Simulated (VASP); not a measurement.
Set up this calculation in VASP 6.6.1, as the native input.

```yaml
Task: single point
Functional: r2SCAN
Potentials_or_basis: VASP PAW PBE potentials, release 64 (Cd, O)
Cutoff: 660 eV
k_mesh: 6 × 6 × 6
Occupations: gaussian, width 0.1 eV
Spin: no spin polarisation
Dipole_correction: no
Further_INCAR_settings: ALGO = Normal; EDIFF = 1e-06; NBANDS = 16
```

Crystal: CdO.

```xyz
2
Lattice="0.0000 2.3481 2.3481 2.3481 0.0000 2.3481 2.3481 2.3481 0.0000" Properties=species:S:1:pos:R:3 pbc="T T T"
Cd    0.0000    0.0000    0.0000
O     2.3481    2.3481    2.3481
```

One way to write it, as run:

POSCAR

```
CdO
1.0
    0.0000000000      2.3481500000      2.3481500000
    2.3481500000      0.0000000000      2.3481500000
    2.3481500000      2.3481500000      0.0000000000
Cd O
1 1
Direct
    0.0000000000      0.0000000000      0.0000000000
    0.5000000000      0.5000000000      0.5000000000
```

INCAR.step1

```
ALGO = Normal
EDIFF = 1E-5
ENCUT = 660
GGA = PE
GGA_COMPAT = False
ISMEAR = 0
LASPH = True
LCHARG = False
LREAL = False
LWAVE = True
NBANDS = 16
NELM = 120
PREC = Accurate
SIGMA = 0.1
```

INCAR.step2

```
ALGO = Normal
EDIFF = 1E-6
ENCUT = 660
GGA_COMPAT = False
ISIF = 2
ISMEAR = 0
ISTART = 1
LASPH = True
LCHARG = True
LELF = True
LMIXTAU = True
LREAL = False
LVHAR = True
LWAVE = False
METAGGA = R2SCAN
NBANDS = 16
NELM = 120
PREC = Accurate
SIGMA = 0.1
```

KPOINTS

```
k-points
0
Gamma
  6 6 6
```

Potentials or basis: VASP PAW PBE potentials, release 64 (Cd, O).

Launch:

```sh
$ cat potpaw_PBE.64/Cd/POTCAR potpaw_PBE.64/O/POTCAR > POTCAR
$ cp INCAR.step1 INCAR
$ mpirun -np 1 vasp_std > vasp.out
$ cp INCAR.step2 INCAR
$ mpirun -np 1 vasp_std > vasp.out
```

Results of the run:

The pressure is 2.6 GPa.

Caveat: the k points lie up to 0.39 Å⁻¹ apart; the PAW data sets were made with another functional, which shifts forces and pressure a little.

It took 34 s on 1 thread of Intel Xeon 6975P-C (shared host), peak memory 0.17 GiB.
